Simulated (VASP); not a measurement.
Ti, 1 atom in the cell. It takes space group P6/mmm (No. 191, hexagonal). The conventional cell has a = 2.216 Å, b = 2.216 Å, c = 2.165 Å, α = 90.00°, β = 90.00°, γ = 120.00°. Ti (site symmetry 6/mmm) has 8 Ti at 2.17 to 2.22 Å within 2.9 Å.  This cell differs from its parent crystal: volume scaled by 0.52.

| Quantity | Value |
| --- | --- |
| Program | VASP 6.6.1 |
| Task | single point |
| Functional | PBE |
| Potentials or basis | VASP PAW PBE potentials, release 64 (Ti_sv) |
| Cutoff | 520 eV |
| k mesh | 15 × 15 × 14 |
| Occupations | fermi-dirac, width 0.08 eV |
| Spin | no spin polarisation |
| Dipole correction | no |
| Further INCAR settings | ALGO = Normal; EDIFF = 1e-06; NBANDS = 12 |

Potentials or basis: VASP PAW PBE potentials, release 64 (Ti_sv).

Command:

```console
$ cat potpaw_PBE.64/Ti_sv/POTCAR > POTCAR
$ mpirun -np 1 vasp_std > vasp.out
```

Hardware: 1 thread of Intel(R) Xeon(R) 6975P-C (Granite Rapids) (shared host).

Question: How long does it take, and how much memory?

Answer: Run time: 9 s on 1 thread of Intel(R) Xeon(R) 6975P-C (Granite Rapids) (shared host), peak memory 0.13 GiB. Counts: scf iterations 13, k points 216.
